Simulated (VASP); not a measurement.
Input of a VASP 6.6.1 run:

The input INCAR:

```
PREC = Accurate ; ENCUT = 520
EDIFF = 1E-7 ; ISMEAR = -1
SIGMA = 0.05 ; LREAL = False
LASPH = True ; NELM = 60
ALGO = Normal ; ISIF = 2
LWAVE = False ; LCHARG = False
GGA = B5 ; ALDAX = 1.0
AGGAX = 1.0 ; AGGAC = 1.0
ALDAC = 0.0 ; NBANDS = 11
```

File KPOINTS:

```
Automatic mesh
0
Gamma
  10 10 10
```

File POSCAR:

```
AlN
1.0
    0.0000000000      2.1839935596      2.1839935596
    2.1839935596      0.0000000000      2.1839935596
    2.1839935596      2.1839935596      0.0000000000
Al N
1 1
Direct
    0.0000000000      0.0000000000      0.0000000000
    0.2500000000      0.2500000000      0.2500000000
```

Potentials or basis: VASP PAW PBE potentials, release 64 (Al, N).

The run is started by

```sh
$ cat potpaw_PBE.64/Al/POTCAR potpaw_PBE.64/N/POTCAR > POTCAR
$ mpirun -np 1 vasp_std > vasp.out
```

Estimate the pressure.

8.3 GPa.

Predict the band gap on the k mesh.

3.67 eV, indirect (least direct gap 4.48 eV).

Caveat: the PAW data sets were made with another functional, which shifts forces and pressure a little. A k mesh can miss the band edges.
